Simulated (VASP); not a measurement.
Wanted: the native input for a VASP 6.6.1 run.

```yaml
Task: single point
Functional: PBE
Potentials_or_basis: VASP PAW PBE potentials, release 64 (Na_pv)
Cutoff: 500 eV
k_mesh: 6 × 6 × 6
Occupations: gaussian, width 0.1 eV
Spin: no spin polarisation
Dipole_correction: no
Further_INCAR_settings: ALGO = Normal; EDIFF = 1e-06; NBANDS = 10
```

The structure of Na lies in POSCAR:

```
Na
1.0
   -2.1175000000      2.1175000000      2.1175000000
    2.1175000000     -2.1175000000      2.1175000000
    2.1175000000      2.1175000000     -2.1175000000
Na
1
Direct
    0.0000000000      0.0000000000      0.0000000000
```

One way to write it, as run:

INCAR

```
SYSTEM = Na
PREC     = Accurate       ! precision mode
ENCUT    = 500            ! plane-wave cutoff, eV
EDIFF    = 1E-6           ! SCF threshold, eV
ISMEAR   = 0              ! smearing method
SIGMA    = 0.1            ! smearing width, eV
LREAL    = .False.        ! projectors in reciprocal space
LASPH    = .True.         ! aspherical terms in the spheres
NELM     = 120            ! most SCF steps
ALGO     = Normal         ! electronic algorithm
ISIF     = 2              ! what is computed and relaxed
LWAVE    = .False.        ! write WAVECAR
LCHARG   = .False.        ! write CHGCAR
GGA      = PE             ! functional
NBANDS   = 10             ! bands
GGA_COMPAT= .False.
```

KPOINTS

```
regular mesh
0
Gamma
  6 6 6
  0 0 0
```

Potentials or basis: VASP PAW PBE potentials, release 64 (Na_pv).

The run is started by

```sh
$ cat potpaw_PBE.64/Na_pv/POTCAR > POTCAR
$ mpirun -np 1 vasp_std > vasp.out
```

Results of the run:

| Property | Result |
| --- | --- |
| Pressure | -0.1 GPa |

Wall time 2.2 s on 1 thread of Intel(R) Xeon(R) 6975P-C (Granite Rapids) (shared host), peak memory 0.14 GiB.
